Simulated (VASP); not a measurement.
# BaTiO3 (Pm-3m) in VASP: notebook, part 2 of 2

VASP 6.6.1. Earlier steps stand in the parts before.

### Step 4. Single point, r2SCAN (12.36 Å³/atom)

This run uses another cell than the first one, of 12.36 Å³/atom.

File POSCAR:

```
BaTiO3
1.0
    3.9536876604      0.0000000000      0.0000000000
    0.0000000000      3.9536876604      0.0000000000
    0.0000000000      0.0000000000      3.9536876604
Ba Ti O
1 1 3
Direct
    0.5000000000      0.5000000000      0.5000000000
    0.0000000000      0.0000000000      0.0000000000
    0.5000000000      0.0000000000      0.0000000000
    0.0000000000      0.5000000000      0.0000000000
    0.0000000000      0.0000000000      0.5000000000
```

File INCAR.step1:

```
ALGO = Normal ; EDIFF = 1E-4
ENCUT = 520 ; GGA = PE
ISMEAR = 0 ; LASPH = T
LCHARG = F ; LREAL = F
LWAVE = T ; NBANDS = 28
NELM = 60 ; PREC = Accurate
SIGMA = 0.02
```

File INCAR.step2:

```
ALGO = Normal ; EDIFF = 1E-6
ENCUT = 520 ; ISIF = 2
ISMEAR = 0 ; ISTART = 1
LASPH = T ; LCHARG = F
LMIXTAU = T ; LREAL = F
LWAVE = F ; METAGGA = R2SCAN
NBANDS = 28 ; NELM = 60
PREC = Accurate ; SIGMA = 0.02
```

File KPOINTS:

```
k-points
0
Gamma
  8 8 8
```

Potentials or basis: VASP PAW PBE potentials, release 64 (Ba_sv, Ti_sv, O).

Launch:

```bash
> cat potpaw_PBE.64/Ba_sv/POTCAR potpaw_PBE.64/Ti_sv/POTCAR potpaw_PBE.64/O/POTCAR > POTCAR
> cp INCAR.step1 INCAR
> mpirun -np 1 vasp_std > vasp.out
> cp INCAR.step2 INCAR
> mpirun -np 1 vasp_std > vasp.out
```

OUTCAR:

```text
EDIFF = 1E-6
   ENCUT = 520
   ISIF = 2
   ISMEAR = 0
   ISTART = 1
   LASPH = T
   LREAL = F
   METAGGA = R2SCAN
   NELM = 60
   PREC = Accurate

 ion  position               nearest neighbor table
   1  0.500  0.500  0.500-   3 2.80   4 2.80   5 2.80   3 2.80   4 2.80   3 2.80   5 2.80   3 2.80
                             4 2.80   5 2.80   4 2.80   5 2.80   2 3.42   2 3.42   2 3.42   2 3.42
   2  0.000  0.000  0.000-   3 1.98   4 1.98   5 1.98   5 1.98   4 1.98   3 1.98   1 3.42   1 3.42
[... 952 lines left out ...]
  --------------------------------------------------------------------------------------
  -------------------------------------------------------------------------------------
  Total        3.1351051      3.1351051      3.1351051      0.0000000      0.0000000     -0.0000000
  in kB       81.2747454     81.2747454     81.2747454      0.0000000      0.0000000     -0.0000000
  external PRESSURE =      81.2747454 kB  Pullay stress =       0.0000000 kB

 VOLUME and BASIS-vectors are now :
 -----------------------------------------------------------------------------
  energy-cutoff  :      520.00
  volume of cell :       61.80
      direct lattice vectors                 reciprocal lattice vectors
     3.953687660  0.000000000  0.000000000     0.252928427  0.000000000  0.000000000
     0.000000000  3.953687660  0.000000000     0.000000000  0.252928427  0.000000000
     0.000000000  0.000000000  3.953687660     0.000000000  0.000000000  0.252928427

 POSITION                                       TOTAL-FORCE (eV/Angst)
 -----------------------------------------------------------------------------------
      1.97684      1.97684      1.97684         0.000000      0.000000      0.000000
      0.00000      0.00000      0.00000         0.000000      0.000000      0.000000
      1.97684      0.00000      0.00000         0.000000      0.000000      0.000000
      0.00000      1.97684      0.00000         0.000000      0.000000      0.000000
      0.00000      0.00000      1.97684         0.000000      0.000000      0.000000
 -----------------------------------------------------------------------------------
    total drift:                                0.000000     -0.000000      0.000000

  FREE ENERGIE OF THE ION-ELECTRON SYSTEM (eV)
  ---------------------------------------------------
  free  energy   TOTEN  =       -74.1685537538 eV

  energy  without entropy=      -74.1685537538  energy(sigma->0) =      -74.16855375
```

OUTCAR.step1:

```text
EDIFF = 1E-4
   ENCUT = 520
   GGA = PE
   ISMEAR = 0
[... 979 lines left out ...]
      0.00000      0.00000      0.00000         0.000000      0.000000      0.000000
      1.97684      0.00000      0.00000         0.000000      0.000000      0.000000
      0.00000      1.97684      0.00000         0.000000      0.000000      0.000000
      0.00000      0.00000      1.97684         0.000000      0.000000      0.000000
 -----------------------------------------------------------------------------------
    total drift:                                0.000000     -0.000000      0.000000

  FREE ENERGIE OF THE ION-ELECTRON SYSTEM (eV)
  ---------------------------------------------------
  free  energy   TOTEN  =       -39.8580019084 eV

  energy  without entropy=      -39.8580019084  energy(sigma->0) =      -39.85800191
```

OSZICAR.step1:

```text
N       E                     dE             d eps       ncg     rms          rms(c)
DAV:   1     0.423974275418E+03    0.42397E+03   -0.20554E+04  1960   0.153E+03
DAV:   2    -0.889369976641E+01   -0.43287E+03   -0.41145E+03  2244   0.417E+02
DAV:   3    -0.486368914123E+02   -0.39743E+02   -0.39366E+02  2284   0.132E+02
DAV:   4    -0.506841846459E+02   -0.20473E+01   -0.20439E+01  3100   0.263E+01
DAV:   5    -0.507151795205E+02   -0.30995E-01   -0.30987E-01  2456   0.320E+00    0.237E+01
DAV:   6    -0.399543647732E+02    0.10761E+02   -0.56051E+01  2680   0.677E+01    0.977E+00
DAV:   7    -0.399742138467E+02   -0.19849E-01   -0.90326E+00  2548   0.217E+01    0.690E+00
DAV:   8    -0.398391576386E+02    0.13506E+00   -0.71157E-01  2396   0.784E+00    0.305E+00
DAV:   9    -0.398753112271E+02   -0.36154E-01   -0.22497E-01  2612   0.337E+00    0.124E+00
DAV:  10    -0.398581629367E+02    0.17148E-01   -0.96962E-02  2268   0.327E+00    0.232E-01
DAV:  11    -0.398579431308E+02    0.21981E-03   -0.32201E-03  2500   0.445E-01    0.631E-02
DAV:  12    -0.398580019084E+02   -0.58778E-04   -0.56184E-04  2364   0.175E-01
   1 F= -.39858002E+02 E0= -.39858002E+02  d E =-.770845E-20
```

It took 3.3 min on 1 thread of Intel Xeon Platinum 8488C (Sapphire Rapids), shared host; peak memory 0.21 GiB.

Results:

```
Free energy            : -74.1686 eV
Pressure               : 8.1 GPa
Band gap on the k mesh : 2.22 eV (least direct gap 2.34 eV)
```

Caveat: the cell stands under pressure; the PAW data sets were made with another functional, which shifts forces and pressure a little; spin-orbit coupling is left out, which moves the levels of the heavy elements.

### Step 5. Single point, r2SCAN

This run uses another cell than the first one, of 12.74 Å³/atom.

Changes to POSCAR since step 4:

```diff
@@ -2,5 +2,5 @@
 1.0
-    3.9536876604      0.0000000000      0.0000000000
-    0.0000000000      3.9536876604      0.0000000000
-    0.0000000000      0.0000000000      3.9536876604
+    3.9940341987      0.0000000000      0.0000000000
+    0.0000000000      3.9940341987      0.0000000000
+    0.0000000000      0.0000000000      3.9940341987
 Ba Ti O
```

File INCAR.step1:

```
ALGO     = Normal         # electronic algorithm
EDIFF    = 1E-4           # SCF threshold, eV
ENCUT    = 520            # plane-wave cutoff, eV
GGA      = PE             # functional
ISMEAR   = 0              # smearing method
LASPH    = True           # aspherical terms in the spheres
LCHARG   = False          # write CHGCAR
LREAL    = False          # projectors in reciprocal space
LWAVE    = True           # write WAVECAR
NBANDS   = 28             # bands
NELM     = 60             # most SCF steps
PREC     = Accurate       # precision mode
SIGMA    = 0.02           # smearing width, eV
```

File INCAR.step2:

```
ALGO     = Normal         # electronic algorithm
EDIFF    = 1E-7           # SCF threshold, eV
ENCUT    = 520            # plane-wave cutoff, eV
ISIF     = 2              # what is computed and relaxed
ISMEAR   = 0              # smearing method
ISTART   = 1            
LASPH    = True           # aspherical terms in the spheres
LCHARG   = False          # write CHGCAR
LMIXTAU  = True         
LREAL    = False          # projectors in reciprocal space
LWAVE    = False          # write WAVECAR
METAGGA  = R2SCAN         # meta-GGA
NBANDS   = 28             # bands
NELM     = 60             # most SCF steps
PREC     = Accurate       # precision mode
SIGMA    = 0.02           # smearing width, eV
```

KPOINTS is that of step 4.

Launch:

```bash
> cat potpaw_PBE.64/Ba_sv/POTCAR potpaw_PBE.64/Ti_sv/POTCAR potpaw_PBE.64/O/POTCAR > POTCAR
> cp INCAR.step1 INCAR
> mpirun -np 1 vasp_std > vasp.out
> cp INCAR.step2 INCAR
> mpirun -np 1 vasp_std > vasp.out
```

Wall time 3.7 min (1 thread of Intel Xeon Platinum 8488C (Sapphire Rapids), shared host); peak memory 0.21 GiB.

The run converged. Its results:

```
Free energy            : -74.2305 eV
Pressure               : 2.0 GPa
Band gap on the k mesh : 2.15 eV (least direct gap 2.30 eV)
```

Levels at points of the mesh, in eV from the valence-band top:
```
           k point  band 16  band 17  band 18  band 19  band 20  band 21  band 22  band 23  band 24  band 25
(0.00, 0.00, 0.00)    -1.14    -1.14    -0.15    -0.15    -0.15     2.15     2.15     2.15     4.21     4.21
(0.50, 0.00, 0.00)    -1.94    -1.83    -1.83    -0.75    -0.75     2.30     3.88     3.88     4.22     6.37
(0.50, 0.50, 0.00)    -2.71    -1.78    -0.88    -0.88    -0.09     3.89     3.89     4.34     5.14     8.17
(0.50, 0.50, 0.50)    -2.42    -2.42     0.00     0.00     0.00     4.59     4.59     4.59     7.44     7.44
```

Caveat: the PAW data sets were made with another functional, which shifts forces and pressure a little; spin-orbit coupling is left out, which moves the levels of the heavy elements. r2SCAN opens gaps a little over a GGA but as a rule still falls short of measured ones.

### Step 6. Single point, r2SCAN

This run uses another cell than the first one, of 12.74 Å³/atom.

POSCAR is that of step 5.

File INCAR.step1:

```
SYSTEM = BaTiO3
  PREC = Accurate
  ENCUT = 520
  ISMEAR = 0
  SIGMA = 0.02
  LREAL = .False.
  LASPH = .True.
  NELM = 100
  NBANDS = 28
  GGA = PE
  ALGO = Normal
  EDIFF = 1E-4
  LWAVE = .True.
  LCHARG = .False.
```

File INCAR.step2:

```
SYSTEM = BaTiO3
  PREC = Accurate
  ENCUT = 520
  EDIFF = 1E-6
  ISMEAR = 0
  SIGMA = 0.02
  LREAL = .False.
  LASPH = .True.
  NELM = 100
  ALGO = Normal
  ISIF = 2
  LWAVE = .False.
  LCHARG = .True.
  METAGGA = R2SCAN
  LMIXTAU = .True.
  LELF = .True.
  LVHAR = .True.
  NBANDS = 28
  ISTART = 1
```

File KPOINTS:

```
Automatic mesh
0
Gamma
  8 8 8
  0 0 0
```

Potentials or basis: VASP PAW PBE potentials, release 64 (Ba_sv, Ti_sv, O).

Launch:

```bash
> cat potpaw_PBE.64/Ba_sv/POTCAR potpaw_PBE.64/Ti_sv/POTCAR potpaw_PBE.64/O/POTCAR > POTCAR
> cp INCAR.step1 INCAR
> mpirun -np 1 vasp_std > vasp.out
> cp INCAR.step2 INCAR
> mpirun -np 1 vasp_std > vasp.out
```

OUTCAR:

```text
SYSTEM = BaTiO3
   PREC = Accurate
   ENCUT = 520
   EDIFF = 1E-6
   ISMEAR = 0
   LREAL = .False.
   LASPH = .True.
   NELM = 100
   ISIF = 2
   METAGGA = R2SCAN
   ISTART = 1

 ion  position               nearest neighbor table
   1  0.500  0.500  0.500-   3 2.82   4 2.82   5 2.82   3 2.82   4 2.82   3 2.82   5 2.82   3 2.82
                             4 2.82   5 2.82   4 2.82   5 2.82   2 3.46   2 3.46   2 3.46   2 3.46
   2  0.000  0.000  0.000-   3 2.00   4 2.00   5 2.00   5 2.00   4 2.00   3 2.00   1 3.46   1 3.46
                             1 3.46   1 3.46   1 3.46   1 3.46   1 3.46   1 3.46
   3  0.500  0.000  0.000-   2 2.00   2 2.00   1 2.82   1 2.82   1 2.82   1 2.82
   4  0.000  0.500  0.000-   2 2.00   2 2.00   1 2.82   1 2.82   1 2.82   1 2.82
   5  0.000  0.000  0.500-   2 2.00   2 2.00   1 2.82   1 2.82   1 2.82   1 2.82

  LATTYP: Found a simple cubic cell.
 ALAT       =     3.9940341987

  Lattice vectors:

 A1 = (   3.9940341987,   0.0000000000,   0.0000000000)
 A2 = (   0.0000000000,   3.9940341987,   0.0000000000)
 A3 = (   0.0000000000,   0.0000000000,   3.9940341987)

Analysis of symmetry for initial positions (statically):
=====================================================================
 Subroutine PRICEL returns:
 Original cell was already a primitive cell.

 Routine SETGRP: Setting up the symmetry group for a
 simple cubic supercell.

 Subroutine GETGRP returns: Found 48 space group operations
 (whereof 48 operations were pure point group operations)
 out of a pool of 48 trial point group operations.

The static configuration has the point symmetry O_h .

Analysis of symmetry for dynamics (positions and initial velocities):
=====================================================================
 Subroutine PRICEL returns:
 Original cell was already a primitive cell.

 Routine SETGRP: Setting up the symmetry group for a
 simple cubic supercell.

 Subroutine GETGRP returns: Found 48 space group operations
 (whereof 48 operations were pure point group operations)
 out of a pool of 48 trial point group operations.

The dynamic configuration has the point symmetry O_h .

 Subroutine INISYM returns: Found 48 space group operations
 (whereof 48 operations are pure point group operations),
 and found     1 'primitive' translations

----------------------------------------------------------------------------------------

                                     Primitive cell

  volume of cell :      63.7141

  direct lattice vectors                    reciprocal lattice vectors
     3.994034199  0.000000000  0.000000000     0.250373420  0.000000000  0.000000000
     0.000000000  3.994034199  0.000000000     0.000000000  0.250373420  0.000000000
     0.000000000  0.000000000  3.994034199     0.000000000  0.000000000  0.250373420

  length of vectors
     3.994034199  3.994034199  3.994034199     0.250373420  0.250373420  0.250373420

  position of ions in fractional coordinates (direct lattice)
     0.500000000  0.500000000  0.500000000
     0.000000000  0.000000000  0.000000000
     0.500000000  0.000000000  0.000000000
     0.000000000  0.500000000  0.000000000
     0.000000000  0.000000000  0.500000000

[... 33 lines left out ...]

 Following reciprocal coordinates:
            Coordinates               Weight
  0.000000  0.000000  0.000000      1.000000
  0.125000  0.000000  0.000000      6.000000
  0.250000  0.000000  0.000000      6.000000
  0.375000  0.000000  0.000000      6.000000
  0.500000  0.000000  0.000000      3.000000
  0.125000  0.125000  0.000000     12.000000
[... 16 lines left out ...]
  0.375000  0.375000  0.125000     24.000000
  0.500000  0.375000  0.125000     24.000000
 [... further k-points ...]
   k-points           NKPTS =     35   k-points in BZ     NKDIM =     35   number of bands    NBANDS=     28
   number of dos      NEDOS =    301   number of ions     NIONS =      5
   total plane-waves  NPLWV =  27000
   dimension x,y,z NGX =    30 NGY =   30 NGZ =   30
   dimension x,y,z NGXF=    60 NGYF=   60 NGZF=   60
   ions per type =               1   1   3
   NGX,Y,Z   is equivalent  to a cutoff of  12.49, 12.49, 12.49 a.u.
   NGXF,Y,Z  is equivalent  to a cutoff of  24.97, 24.97, 24.97 a.u.
 SYSTEM =  BaTiO3
   PREC   = accura    normal or accurate (medium, high low for compatibility)
   ISTART =      1    job   : 0-new  1-cont  2-samecut
   ICHARG =      0    charge: 1-file 2-atom 10-const
   ISPIN  =      1    spin polarized calculation?
   LNONCOLLINEAR =      F non collinear calculations
   LSORBIT =      F    spin-orbit coupling
   LASPH  =      T    aspherical Exc in radial PAW
   ENCUT  =  520.0 eV  38.22 Ry    6.18 a.u.   7.43  7.43  7.43*2*pi/ulx,y,z
   NELM   =    100;   NELMIN=  2; NELMDL=  0     # of ELM steps
   EDIFF  = 0.1E-05   stopping-criterion for ELM
   LREAL  =      F    real-space projection
   EDIFFG = 0.1E-04   stopping-criterion for IOM
   NSW    =      0    number of steps for IOM
   IBRION =     -1    ionic relax: 0-MD 1-quasi-New 2-CG
   NFREE  =      0    steps in history (QN), initial steepest desc. (CG)
   ISIF   =      2    stress and relaxation
   ISYM   =      2    0-nonsym 1-usesym 2-fastsym
   POTIM  = 0.5000    time-step for ionic-motion
   TEBEG  =    0.0;   TEEND  =   0.0 temperature during run
   PSTRESS=    0.0 pullay stress
   NELECT =      40.0000    total number of electrons
   NUPDOWN=      -1.0000    fix difference up-down
   EMIN   =  10.00;   EMAX   =-10.00  energy-range for DOS
   EFERMI =   0.00;   METHOD = LEGACY
   ISMEAR =     0;   SIGMA  =   0.02  broadening in eV -4-tet -1-fermi 0-gaus
   EFERMI_NEDOS =   21; number of points for ismear=-14 and -15
   IALGO  =     38    algorithm
   IMIX   =      4    mixing-type and parameters
     AMIX     =   0.40;   BMIX     =  1.00
     AMIX_MAG =   1.60;   BMIX_MAG =  1.00
  volume/ion in A,a.u.               =      12.74        85.99
  Fermi-wavevector in a.u.,A,eV,Ry     =   1.401790  2.649000 26.735666  1.965016
  Thomas-Fermi vector in A             =   2.524617
   LORBIT       =      0    0 simple, 1 ext, 2 COOP (PROOUT), +10 PAW based schemes
   METAGGA = R2SCAN    functional components
   LHFCALC =     F    Hartree Fock is set to
   AEXX    =    0.0000 exact exchange contribution
   IVDW    =     0    specifies the selected vdW correction
   LEPSILON=     F    determine dielectric tensor
   LRPA    =     F    only Hartree local field effects (RPA)
 non-spin polarized calculation
 Gauss-broadening in eV      SIGMA  =   0.02
  energy-cutoff  :      520.00
  volume of cell :       63.71
 maximum number of plane-waves:      1747
 NGX is ok and might be reduce to    30
   NGX = 15   NGY = 15   NGZ = 15

 number of electron      39.9999976 magnetization

 Free energy of the ion-electron system (eV)
  ---------------------------------------------------
  ext. energy  EPLUGINS =         0.00000000
  ---------------------------------------------------
  free energy    TOTEN  =       -74.23044746 eV

  energy without entropy =      -74.23044746  energy(sigma->0) =      -74.23044746

 E-fermi :   3.7468     XC(G=0): -11.9556

 val. band max:        3.5812134187   @ k =   0.5000   0.5000   0.5000
 cond. band min:       5.7310236917   @ k =   0.0000   0.0000   0.0000
 fundamental gap:      2.1498102730
 Fermi energy:         3.7467870994

 k-point     1 :       0.0000    0.0000    0.0000
  band No.  band energies     occupation
      1     -55.2713      2.00000
      2     -30.4329      2.00000
      3     -30.4329      2.00000
      4     -30.4329      2.00000
      5     -21.8754      2.00000
      6     -14.2936      2.00000
[... 733 lines left out ...]
     27      12.4292      0.00000
     28      13.3390      0.00000

 [... further k-points ...]

------------------------ aborting loop because EDIFF is reached ----------------------------------------

  FORCE on cell =-STRESS in cart. coord.  units (eV):
  Direction    XX          YY          ZZ          XY          YZ          ZX
  --------------------------------------------------------------------------------------
  -------------------------------------------------------------------------------------
  Total        0.7890234      0.7890234      0.7890234      0.0000000      0.0000000     -0.0000000
  in kB       19.8410730     19.8410730     19.8410730      0.0000000      0.0000000     -0.0000000
  external PRESSURE =      19.8410730 kB  Pullay stress =       0.0000000 kB

 VOLUME and BASIS-vectors are now :
 -----------------------------------------------------------------------------
  energy-cutoff  :      520.00
  volume of cell :       63.71
      direct lattice vectors                 reciprocal lattice vectors
     3.994034199  0.000000000  0.000000000     0.250373420  0.000000000  0.000000000
     0.000000000  3.994034199  0.000000000     0.000000000  0.250373420  0.000000000
     0.000000000  0.000000000  3.994034199     0.000000000  0.000000000  0.250373420

 POSITION                                       TOTAL-FORCE (eV/Angst)
 -----------------------------------------------------------------------------------
      1.99702      1.99702      1.99702         0.000000      0.000000      0.000000
      0.00000      0.00000      0.00000         0.000000      0.000000      0.000000
      1.99702      0.00000      0.00000         0.000000      0.000000      0.000000
      0.00000      1.99702      0.00000         0.000000      0.000000      0.000000
      0.00000      0.00000      1.99702         0.000000      0.000000      0.000000
 -----------------------------------------------------------------------------------
    total drift:                                0.000000     -0.000000      0.000000

  FREE ENERGIE OF THE ION-ELECTRON SYSTEM (eV)
  ---------------------------------------------------
  free  energy   TOTEN  =       -74.2304474600 eV

  energy  without entropy=      -74.2304474600  energy(sigma->0) =      -74.23044746
```

Run time: 3.8 min. Hardware: 1 thread of Intel Xeon Platinum 8488C (Sapphire Rapids), shared host; peak memory 0.21 GiB.

Results:

```yaml
Free_energy: -74.2304 eV
Pressure: 2.0 GPa
Band_gap_on_the_k_mesh: 2.15 eV (least direct gap 2.30 eV)
```

Caveat: the PAW data sets were made with another functional, which shifts forces and pressure a little; spin-orbit coupling is left out, which moves the levels of the heavy elements. r2SCAN opens gaps a little over a GGA but as a rule still falls short of measured ones.

### Step 7. Overview

```csv
cell,gap on the mesh (eV),pressure (GPa)
"a = 3.870 Å, 5 atoms",2.37,23.9
"a = 3.913 Å, 5 atoms",2.29,15.3
"a = 3.954 Å, 5 atoms",2.22,8.1
"a = 3.994 Å, 5 atoms",2.15,2.0
```

Alike in all rows: task single point; level r2SCAN; potentials or basis VASP PAW PBE potentials, release 64 (Ba_sv, Ti_sv, O); no spin polarisation; k mesh 8 × 8 × 8; cutoff (eV) 520; smearing gaussian 0.02 eV.

Caveats: the PAW data sets were made with another functional, which shifts forces and pressure a little; spin-orbit coupling is left out, which moves the levels of the heavy elements; the cell stands under pressure (at least some runs).

Total energies depend on the potentials used, so only differences within one code and one set of settings carry meaning.
